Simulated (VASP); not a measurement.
# K in VASP: further runs

The runs below take K through single point, with PBE.

Program: VASP 6.6.1. These are calculated values, not measurements. Logs are shortened: lines on timing, memory, paths and dates and some standing lists are left out, and cuts for length are marked.

## Step 1: The cell of the first run

The cell holds a slab with vacuum, 5 atoms: a = 4.719 Å, b = 4.719 Å, c = 30.309 Å, α = 90.00°, β = 90.00°, γ = 120.00°.

## Step 2: Single point, PBE

Contents of INCAR:

```
SYSTEM = K
PREC = Accurate ; ENCUT = 520
EDIFF = 1E-6 ; ISMEAR = 0
SIGMA = 0.1 ; LREAL = .FALSE.
LASPH = .TRUE. ; NELM = 60
ALGO = Normal ; ISIF = 2
LWAVE = .FALSE. ; LCHARG = .FALSE.
LDIPOL = .TRUE. ; IDIPOL = 3
DIPOL = 0.5 0.5 0.500 ; GGA = PE
NBANDS = 30
```

Contents of KPOINTS:

```
regular mesh
0
G
  9 9 1
  0 0 0
```

Contents of POSCAR:

```
K
1.0
    4.7194416916      0.0000000000      0.0000000000
   -2.3597208458      4.0871563966      0.0000000000
    0.0000000000      0.0000000000     30.3087030363
K
5
Direct
    0.0000000000      0.0000000000      0.2474536766
    0.6666666667      0.3333333333      0.3737368046
    0.3333333333      0.6666666667      0.5000199326
    0.6666666667      0.3333333333      0.6262631954
    0.3333333333      0.6666666667      0.7525463234
```

Potentials or basis: VASP PAW PBE potentials, release 64 (K_sv).

Launch:

```console
cat potpaw_PBE.64/K_sv/POTCAR > POTCAR
mpirun -np 1 vasp_std > vasp.out
```

OUTCAR:

```text
SYSTEM = K
   PREC = Accurate
   ENCUT = 520
   EDIFF = 1E-6
   ISMEAR = 0
   LREAL = .FALSE.
   LASPH = .TRUE.
   NELM = 60
   ISIF = 2
   GGA = PE

 ion  position               nearest neighbor table
   1  0.000  0.000  0.247-
   2  0.667  0.333  0.374-
   3  0.333  0.667  0.500-
   4  0.667  0.333  0.626-
   5  0.333  0.667  0.753-

  LATTYP: Found a hexagonal cell.
 ALAT       =     4.7194416916
 C/A-ratio  =     6.4220950309

  Lattice vectors:

 A1 = (   4.7194416916,   0.0000000000,   0.0000000000)
 A2 = (  -2.3597208458,   4.0871563966,   0.0000000000)
 A3 = (   0.0000000000,   0.0000000000,  30.3087030363)

Analysis of symmetry for initial positions (statically):
=====================================================================
 Subroutine PRICEL returns:
 Original cell was already a primitive cell.

 Routine SETGRP: Setting up the symmetry group for a
 hexagonal supercell.

 Subroutine GETGRP returns: Found  6 space group operations
 (whereof  6 operations were pure point group operations)
 out of a pool of 24 trial point group operations.

The static configuration has the point symmetry C_3v.

Analysis of symmetry for dynamics (positions and initial velocities):
=====================================================================
 Subroutine PRICEL returns:
 Original cell was already a primitive cell.

 Routine SETGRP: Setting up the symmetry group for a
 hexagonal supercell.

 Subroutine GETGRP returns: Found  6 space group operations
 (whereof  6 operations were pure point group operations)
 out of a pool of 24 trial point group operations.

The dynamic configuration has the point symmetry C_3v.

 Subroutine INISYM returns: Found  6 space group operations
 (whereof  6 operations are pure point group operations),
 and found     1 'primitive' translations

----------------------------------------------------------------------------------------

                                     Primitive cell

  volume of cell :     584.6275

  direct lattice vectors                    reciprocal lattice vectors
     4.719441692  0.000000000  0.000000000     0.211889470  0.122334443  0.000000000
    -2.359720846  4.087156397  0.000000000     0.000000000  0.244668885  0.000000000
     0.000000000  0.000000000 30.308703036     0.000000000  0.000000000  0.032993824

  length of vectors
     4.719441692  4.719441692 30.308703036     0.244668885  0.244668885  0.032993824

  position of ions in fractional coordinates (direct lattice)
     0.000000000  0.000000000  0.247453677
     0.666666667  0.333333333  0.373736805
     0.333333333  0.666666667  0.500019933
     0.666666667  0.333333333  0.626263195
     0.333333333  0.666666667  0.752546323

  ion indices of the primitive-cell ions
   primitive index   ion index
                 1           1
                 2           2
                 3           3
                 4           4
                 5           5

----------------------------------------------------------------------------------------

 KPOINTS: regular mesh

Automatic generation of k-mesh.
 Grid dimensions read from file:
 generate k-points for:    9    9    1

 Generating k-lattice:

  Cartesian coordinates                     Fractional coordinates (reciprocal lattice)
     0.023543274  0.013592716  0.000000000     0.111111111  0.000000000  0.000000000
     0.000000000  0.027185432  0.000000000     0.000000000  0.111111111  0.000000000
     0.000000000  0.000000000  0.032993824     0.000000000  0.000000000  1.000000000

  Length of vectors
     0.027185432  0.027185432  0.032993824

  Shift w.r.t. Gamma in fractional coordinates (k-lattice)
     0.000000000  0.000000000  0.000000000

 Subroutine IBZKPT returns following result:
 ===========================================

 Found     12 irreducible k-points:

 Following reciprocal coordinates:
            Coordinates               Weight
  0.000000  0.000000  0.000000      1.000000
  0.111111  0.000000  0.000000      6.000000
  0.222222  0.000000  0.000000      6.000000
  0.333333  0.000000  0.000000      6.000000
  0.444444  0.000000  0.000000      6.000000
  0.111111  0.111111  0.000000      6.000000
  0.222222  0.111111  0.000000     12.000000
  0.333333  0.111111  0.000000     12.000000
  0.444444  0.111111  0.000000      6.000000
  0.222222  0.222222  0.000000      6.000000
  0.333333  0.222222  0.000000     12.000000
  0.333333  0.333333  0.000000      2.000000
   k-points           NKPTS =     12   k-points in BZ     NKDIM =     12   number of bands    NBANDS=     30
   number of dos      NEDOS =    301   number of ions     NIONS =      5
   total plane-waves  NPLWV = 311040
   dimension x,y,z NGX =    36 NGY =   36 NGZ =  240
   dimension x,y,z NGXF=    72 NGYF=   72 NGZF=  480
   ions per type =               5
   NGX,Y,Z   is equivalent  to a cutoff of  12.68, 12.68, 13.16 a.u.
   NGXF,Y,Z  is equivalent  to a cutoff of  25.36, 25.36, 26.33 a.u.
 SYSTEM =  K
   PREC   = accura    normal or accurate (medium, high low for compatibility)
   ISTART =      0    job   : 0-new  1-cont  2-samecut
   ICHARG =      2    charge: 1-file 2-atom 10-const
   ISPIN  =      1    spin polarized calculation?
   LNONCOLLINEAR =      F non collinear calculations
   LSORBIT =      F    spin-orbit coupling
   LASPH  =      T    aspherical Exc in radial PAW
   ENCUT  =  520.0 eV  38.22 Ry    6.18 a.u.   8.78  8.78 56.35*2*pi/ulx,y,z
   NELM   =     60;   NELMIN=  2; NELMDL= -5     # of ELM steps
   EDIFF  = 0.1E-05   stopping-criterion for ELM
   LREAL  =      F    real-space projection
   EDIFFG = 0.1E-04   stopping-criterion for IOM
   NSW    =      0    number of steps for IOM
   IBRION =     -1    ionic relax: 0-MD 1-quasi-New 2-CG
   NFREE  =      0    steps in history (QN), initial steepest desc. (CG)
   ISIF   =      2    stress and relaxation
   ISYM   =      2    0-nonsym 1-usesym 2-fastsym
   POTIM  = 0.5000    time-step for ionic-motion
   TEBEG  =    0.0;   TEEND  =   0.0 temperature during run
   PSTRESS=    0.0 pullay stress
   NELECT =      45.0000    total number of electrons
   NUPDOWN=      -1.0000    fix difference up-down
   EMIN   =  10.00;   EMAX   =-10.00  energy-range for DOS
   EFERMI =   0.00;   METHOD = LEGACY
   ISMEAR =     0;   SIGMA  =   0.10  broadening in eV -4-tet -1-fermi 0-gaus
   EFERMI_NEDOS =   21; number of points for ismear=-14 and -15
   IALGO  =     38    algorithm
   IMIX   =      4    mixing-type and parameters
     AMIX     =   0.40;   BMIX     =  1.00
     AMIX_MAG =   1.60;   BMIX_MAG =  1.00
  volume/ion in A,a.u.               =     116.93       789.05
  Fermi-wavevector in a.u.,A,eV,Ry     =   0.696390  1.315986  6.598270  0.484959
  Thomas-Fermi vector in A             =   1.779427
   LORBIT       =      0    0 simple, 1 ext, 2 COOP (PROOUT), +10 PAW based schemes
   GGA     = PE    functional components
   LHFCALC =     F    Hartree Fock is set to
   AEXX    =    0.0000 exact exchange contribution
   IVDW    =     0    specifies the selected vdW correction
   LEPSILON=     F    determine dielectric tensor
   LRPA    =     F    only Hartree local field effects (RPA)
 non-spin polarized calculation
 Gauss-broadening in eV      SIGMA  =   0.10
  energy-cutoff  :      520.00
  volume of cell :      584.63
 maximum number of plane-waves:     15778
 NGX is ok and might be reduce to    36
   NGX = 17   NGY = 17   NGZ =113

 dipolmoment           0.000000      0.000000      0.000002 electrons x Angstroem

 number of electron      45.0000001 magnetization

 dipolmoment           0.000000      0.000000     -0.000017 electrons x Angstroem

 Free energy of the ion-electron system (eV)
  ---------------------------------------------------
  ext. energy  EPLUGINS =         0.00000000
  ---------------------------------------------------
  free energy    TOTEN  =        -4.99394899 eV

  energy without entropy =       -4.96878074  energy(sigma->0) =       -4.98136486

 E-fermi :  -0.8981     XC(G=0):  -3.9945

 val. band max:       -0.9086147535   @ k =   0.4444   0.0000   0.0000
 cond. band min:      -0.8577391683   @ k =   0.3333   0.1111   0.0000
 fundamental gap:      0.0508755852
 Fermi energy:        -0.8980946359

 k-point     1 :       0.0000    0.0000    0.0000
  band No.  band energies     occupation
      1     -33.2110      2.00000
      2     -33.2106      2.00000
      3     -33.0746      2.00000
      4     -33.0507      2.00000
      5     -33.0500      2.00000
      6     -16.7106      2.00000
[... 22 lines left out ...]
     29       1.1939      0.00000
     30       1.9073      0.00000

 k-point     2 :       0.1111    0.0000    0.0000
  band No.  band energies     occupation
      1     -33.2107      2.00000
      2     -33.2103      2.00000
      3     -33.0743      2.00000
      4     -33.0505      2.00000
      5     -33.0498      2.00000
      6     -16.7097      2.00000
[... 22 lines left out ...]
     29       1.2806      0.00000
     30       1.9711      0.00000

 k-point     3 :       0.2222    0.0000    0.0000
  band No.  band energies     occupation
      1     -33.2100      2.00000
      2     -33.2096      2.00000
      3     -33.0736      2.00000
      4     -33.0498      2.00000
      5     -33.0491      2.00000
      6     -16.7076      2.00000
[... 22 lines left out ...]
     29       1.5036      0.00000
     30       1.7769      0.00000

 k-point     4 :       0.3333    0.0000    0.0000
  band No.  band energies     occupation
      1     -33.2092      2.00000
      2     -33.2088      2.00000
      3     -33.0728      2.00000
      4     -33.0490      2.00000
      5     -33.0483      2.00000
      6     -16.7051      2.00000
[... 220 lines left out ...]
     29       0.9770      0.00000
     30       1.0836      0.00000

 k-point    11 :       0.3333    0.2222    0.0000
  band No.  band energies     occupation
      1     -33.2085      2.00000
      2     -33.2081      2.00000
      3     -33.0720      2.00000
      4     -33.0483      2.00000
      5     -33.0476      2.00000
      6     -16.7028      2.00000
[... 22 lines left out ...]
     29       0.8063      0.00000
     30       0.8986      0.00000

 k-point    12 :       0.3333    0.3333    0.0000
  band No.  band energies     occupation
      1     -33.2083      2.00000
      2     -33.2080      2.00000
      3     -33.0718      2.00000
      4     -33.0481      2.00000
      5     -33.0474      2.00000
      6     -16.7024      2.00000
[... 22 lines left out ...]
     29       0.5983      0.00000
     30       0.8812      0.00000

------------------------ aborting loop because EDIFF is reached ----------------------------------------

 vacuum level on the upper side and lower side of the slab       (xc-potential included)        -0.360        -0.351

  FORCE on cell =-STRESS in cart. coord.  units (eV):
  Direction    XX          YY          ZZ          XY          YZ          ZX
  --------------------------------------------------------------------------------------
  -------------------------------------------------------------------------------------
  Total       -0.2178454     -0.2178454      0.0882951      0.0000000     -0.0000000      0.0000000
  in kB       -0.5970074     -0.5970074      0.2419735      0.0000000     -0.0000000      0.0000000
  external PRESSURE =      -0.3173471 kB  Pullay stress =       0.0000000 kB

 VOLUME and BASIS-vectors are now :
 -----------------------------------------------------------------------------
  energy-cutoff  :      520.00
  volume of cell :      584.63
      direct lattice vectors                 reciprocal lattice vectors
     4.719441692  0.000000000  0.000000000     0.211889470  0.122334443  0.000000000
    -2.359720846  4.087156397  0.000000000     0.000000000  0.244668885  0.000000000
     0.000000000  0.000000000 30.308703036     0.000000000  0.000000000  0.032993824

 POSITION                                       TOTAL-FORCE (eV/Angst)
 -----------------------------------------------------------------------------------
      0.00000      0.00000      7.50000        -0.000000      0.000000     -0.001650
      2.35972      1.36239     11.32748         0.000000     -0.000000     -0.012447
     -0.00000      2.72477     15.15496         0.000000      0.000000     -0.000217
      2.35972      1.36239     18.98123        -0.000000     -0.000000      0.012729
     -0.00000      2.72477     22.80870        -0.000000      0.000000      0.001584
 -----------------------------------------------------------------------------------
    total drift:                                0.000000     -0.000000      0.000126

  FREE ENERGIE OF THE ION-ELECTRON SYSTEM (eV)
  ---------------------------------------------------
  free  energy   TOTEN  =        -4.9939489926 eV

  energy  without entropy=       -4.9687807361  energy(sigma->0) =       -4.98136486

 vacuum level on the upper side and lower side of the slab         1.147         1.160
```

It took 3.2 min on 1 thread of Intel Xeon 6975P-C (Granite Rapids), shared host; peak memory 0.66 GiB.

What came out:

```yaml
Free_energy: -4.9939 eV
Largest_force: 0.013 eV/Å
Band_gap_on_the_k_mesh: zero (an odd number of electrons rules out a gap without spin polarisation)
```

Forces on the atoms (eV/Å):
```
K    0.000  0.000 -0.002
K    0.000  0.000 -0.012
K    0.000  0.000  0.000
K    0.000  0.000  0.013
K    0.000  0.000  0.002
```

## Step 3: Single point, PBE

Contents of INCAR:

```
PREC = Accurate
ENCUT = 520
EDIFF = 1E-6
ISMEAR = 0
SIGMA = 0.1
LREAL = False
LASPH = True
NELM = 80
ALGO = Normal
ISIF = 2
LWAVE = False
LCHARG = False
LDIPOL = True
IDIPOL = 3
DIPOL = 0.5 0.5 0.500
GGA = PE
NBANDS = 30
```

Contents of KPOINTS:

```
Automatic mesh
0
Gamma
  9 9 1
```

POSCAR is that of step 2.

Potentials or basis: VASP PAW PBE potentials, release 64 (K_sv).

Launch:

```console
cat potpaw_PBE.64/K_sv/POTCAR > POTCAR
mpirun -np 1 vasp_std > vasp.out
```

Run time: 2.8 min. Hardware: 1 thread of Intel Xeon 6975P-C (Granite Rapids), shared host; peak memory 0.65 GiB.

The run converged. Its results:

```
Free energy            : -4.9939 eV
Largest force          : 0.013 eV/Å
Band gap on the k mesh : zero (an odd number of electrons rules out a gap without spin polarisation)
```

Forces in eV/Å, atoms in the order of the input:
```
K    0.000  0.000 -0.002
K    0.000  0.000 -0.012
K    0.000  0.000  0.000
K    0.000  0.000  0.013
K    0.000  0.000  0.002
```

Levels at points of the mesh, in eV from the Fermi level:
| k point | band 20 | band 21 | band 22 | band 23 | band 24 | band 25 | band 26 | band 27 |
| --- | --- | --- | --- | --- | --- | --- | --- | --- |
| (0.00, 0.00, 0.00) | -15.61 | -2.10 | -1.85 | -1.44 | -0.89 | -0.24 | 0.57 | 1.08 |
